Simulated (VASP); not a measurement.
A run of VASP 6.6.1 is set up as follows.

POSCAR

```
Zn
1.0
    2.5104054458      0.0000000000      0.0000000000
    0.0000000000      2.5104054458      0.0000000000
    0.0000000000      0.0000000000      2.5104054458
Zn
1
Direct
    0.0000000000      0.0000000000      0.0000000000
```

INCAR.step1

```
  PREC = Accurate
  ENCUT = 550
  ISMEAR = -1
  SIGMA = 0.1
  LREAL = F
  LASPH = T
  NELM = 120
  NBANDS = 12
  GGA = PE
  ALGO = Normal
  EDIFF = 1E-5
  LWAVE = T
  LCHARG = F
  GGA_COMPAT = F
```

INCAR.step2

```
  PREC = Accurate
  ENCUT = 550
  EDIFF = 1E-6
  ISMEAR = -1
  SIGMA = 0.1
  LREAL = F
  LASPH = T
  NELM = 120
  ALGO = Normal
  ISIF = 2
  LWAVE = F
  LCHARG = F
  METAGGA = R2SCAN
  LMIXTAU = T
  NBANDS = 12
  ISTART = 1
  GGA_COMPAT = F
```

Contents of KPOINTS:

```
Automatic mesh
0
Gamma
  14 14 14
```

Potentials or basis: VASP PAW PBE potentials, release 64 (Zn).

Command:

```bash
$ cat potpaw_PBE.64/Zn/POTCAR > POTCAR
$ cp INCAR.step1 INCAR
$ mpirun -np 1 vasp_std > vasp.out
$ cp INCAR.step2 INCAR
$ mpirun -np 1 vasp_std > vasp.out
```

(1) Estimate the pressure.

(2) Predict the band gap on the k mesh.

Answers

(1) 6.8 GPa.

(2) zero (bands 6 and 7 overlap by 9.22 eV).

Caveat: the cell stands under pressure; the PAW data sets were made with another functional, which shifts forces and pressure a little.
